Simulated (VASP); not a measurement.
Write the native input for VASP 6.6.1 that does the following.

```yaml
Task: single point
Functional: PBEsol
Potentials_or_basis: VASP PAW PBE potentials, release 64 (Zr_sv, C)
Cutoff: 600 eV
k_mesh: 15 × 15 × 15
Occupations: fermi-dirac, width 0.05 eV
Spin: no spin polarisation
Dipole_correction: no
Further_INCAR_settings: ALGO = Normal; EDIFF = 1e-06; NBANDS = 15
```

The structure of ZrC lies in POSCAR:

```
ZrC
1.0
    0.0000000000      2.3344363032      2.3344363032
    2.3344363032      0.0000000000      2.3344363032
    2.3344363032      2.3344363032      0.0000000000
Zr C
1 1
Direct
    0.5000000000      0.5000000000      0.5000000000
    0.0000000000      0.0000000000      0.0000000000
```

This cell differs from its parent crystal: volume scaled by 0.98.

The input as run:

INCAR

```
ALGO = Normal
EDIFF = 1E-6
ENCUT = 600
GGA = PS
GGA_COMPAT = False
ISIF = 2
ISMEAR = -1
LASPH = True
LCHARG = False
LREAL = False
LWAVE = False
NBANDS = 15
NELM = 120
PREC = Accurate
SIGMA = 0.05
```

KPOINTS

```
k-points
0
Gamma
  15 15 15
```

Potentials or basis: VASP PAW PBE potentials, release 64 (Zr_sv, C).

The run is started by

```sh
$ cat potpaw_PBE.64/Zr_sv/POTCAR potpaw_PBE.64/C/POTCAR > POTCAR
$ mpirun -np 1 vasp_std > vasp.out
```

It gave:

```json
{
  "Pressure": "0.3 GPa",
  "Band gap on the k mesh": "zero (band 8 reaches 10.68 eV, above the bottom of band 9 at 9.36 eV)"
}
```

Caveat: the PAW data sets were made with another functional, which shifts forces and pressure a little.

Run time: 30 s on 1 thread of Intel(R) Xeon(R) Platinum 8559C (Emerald Rapids), with other jobs on the host, peak memory 0.19 GiB.
